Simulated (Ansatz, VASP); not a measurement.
## Two plane-wave programs on GaP

Contents of INCAR:

```
ALGO = Normal
EDIFF = 1E-6
ENCUT = 520
GGA = PE
ISIF = 2
ISMEAR = 0
LASPH = T
LCHARG = F
LREAL = F
LWAVE = F
NBANDS = 26
NELM = 80
PREC = Accurate
SIGMA = 0.05
```

The input KPOINTS:

```
k-points
0
Gamma
  9 9 9
```

File POSCAR:

```
GaP
1.0
    2.0300327158      1.1720399349      6.2060806833
   -2.0300327158      1.1720399349      6.2060806833
    0.0000000000     -2.3440798699      6.2060806833
Ga P
2 2
Direct
    0.4355841032      0.4355841032      0.4355841032
    0.5644158968      0.5644158968      0.5644158968
    0.0575077006      0.0575077006      0.0575077006
    0.9424922994      0.9424922994      0.9424922994
```

Input for Ansatz:

```yaml
crystal:
  lattice:
    - [2.0300327158, 1.1720399349, 6.2060806833]
    - [-2.0300327158, 1.1720399349, 6.2060806833]
    - [0.0, -2.3440798699, 6.2060806833]
  atoms:
    - { symbol: Ga, position: [0.4355841032, 0.4355841032, 0.4355841032] }
    - { symbol: Ga, position: [0.5644158968, 0.5644158968, 0.5644158968] }
    - { symbol: P, position: [0.0575077006, 0.0575077006, 0.0575077006] }
    - { symbol: P, position: [0.9424922994, 0.9424922994, 0.9424922994] }
basis:
  ecutwfc: 420
kpoints:
  mp_grid: { grid: [9, 9, 9] }
hamiltonian:
  xc: pbe
  pseudopotentials: { kind: paw, azcp: { folder: soft_1 } }
scf:
  occupations: { method: gaussian, width: 0.05 }
output:
  forces: true
  stress: true
  eigenvalues: true
```

Alike in both runs: task single point; functional PBE; k mesh 9 × 9 × 9; occupations gaussian, width 0.05 eV; no spin polarisation.

```csv
,VASP,Ansatz
version,VASP 6.6.1,Ansatz 0.2.0
potentials or method,"VASP PAW PBE potentials, release 64 (Ga_d, P), cutoff 520 eV","scalar-relativistic, plane waves, PAW"
valence electrons in the cell,36,36
```

```tsv
	VASP	Ansatz	Ansatz less VASP
gap on the k mesh at the Fermi level (eV)	0.39	0.40	+0.010
least direct gap on the mesh (eV)	0.47	0.48	+0.008
pressure (GPa)	-1.9	-1.9	+0.04
traceless stress, the component that is largest in VASP (GPa)	8.81	8.93	+0.122
rms of the force components (eV/Å)	0.440	0.459	+0.0193
```

Atom by atom the forces differ by 0.022 eV/Å (rms over components). With one functional, cell and mesh, what is left measures potentials, basis and numerics.
